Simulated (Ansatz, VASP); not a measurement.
Two plane-wave programs on Sn2HO2

File INCAR:

```
  PREC = Accurate
  ENCUT = 520
  EDIFF = 1E-6
  ISMEAR = 0
  SIGMA = 0.05
  LREAL = F
  LASPH = T
  NELM = 150
  ALGO = Normal
  ISIF = 2
  LWAVE = F
  LCHARG = F
  ISPIN = 2
  MAGMOM = 0 0 0 0 1
  LORBIT = 11
  LDIPOL = T
  IDIPOL = 3
  DIPOL = 0.5 0.5 0.301
  GGA = PE
  IVDW = 12
  NBANDS = 32
```

KPOINTS

```
regular mesh
0
Gamma
  7 7 1
```

Contents of POSCAR:

```
Sn2HO2
1.0
    3.8201629938      0.0000000000      0.0000000000
    0.0000000000      3.8201629938      0.0000000000
    0.0000000000      0.0000000000     19.4630415395
Sn O H
2 2 1
Direct
    0.7500000000      0.2500000000      0.2055177240
    0.2500000000      0.7500000000      0.3269294538
    0.2500000000      0.2500000000      0.2662235889
    0.7500000000      0.7500000000      0.2662235889
    0.2500000000      0.7500000000      0.4399642020
```

Input for Ansatz:

```yaml
crystal:
  lattice:
    - [3.8201629938, 0.0, 0.0]
    - [0.0, 3.8201629938, 0.0]
    - [0.0, 0.0, 19.4630415395]
  atoms:
    - { symbol: Sn, position: [0.75, 0.25, 0.205517724] }
    - { symbol: O, position: [0.25, 0.25, 0.2662235889] }
    - { symbol: O, position: [0.75, 0.75, 0.2662235889] }
    - { symbol: Sn, position: [0.25, 0.75, 0.3269294538] }
    - { symbol: H, position: [0.25, 0.75, 0.439964202], spin: 1.0 }
basis:
  ecutwfc: 420
kpoints:
  mp_grid: { grid: [7, 7, 1] }
hamiltonian:
  xc: pbe
  pseudopotentials: { kind: paw, azcp: { folder: soft_1 } }
  dispersion: d3bj
scf:
  occupations: { method: gaussian, width: 0.05 }
output:
  forces: true
  eigenvalues: true
  populations: true
  write_density: true
  write_potential: true
  elf: true
  volumetric_format: npy
magnetization:
  spin_polarized: true
efield:
  axis: 3
  dipole_correction: true
  ramp_width: 0.04
```

Alike in both runs: task single point; functional PBE; dispersion D3(BJ); k mesh 7 × 7 × 1; occupations gaussian, width 0.05 eV; collinear spin.

```csv
,VASP,Ansatz
version,VASP 6.6.1,Ansatz 0.2.0
potentials or method,"VASP PAW PBE potentials, release 64 (Sn_d, O, H), cutoff 520 eV","scalar-relativistic, plane waves, PAW"
valence electrons in the cell,41,41
```

|  | VASP | Ansatz | Ansatz less VASP |
| --- | --- | --- | --- |
| gap on the k mesh at the Fermi level (eV) | 0.15 | 0.15 | +0.008 |
| least direct gap on the mesh (eV) | 0.93 | 0.93 | +0.006 |
| rms of the force components (eV/Å) | 0.034 | 0.022 | -0.0115 |
| net moment per atom (μB) | 0.20 | 0.20 | 0.000 |
| size of the moment on the site where the two differ most (μB) | 0.25 | 0.46 | +0.206 |

Site moments also hang on the region over which each program counts them. Ansatz's warnings: stability check not made, xc potential rough in thin density.
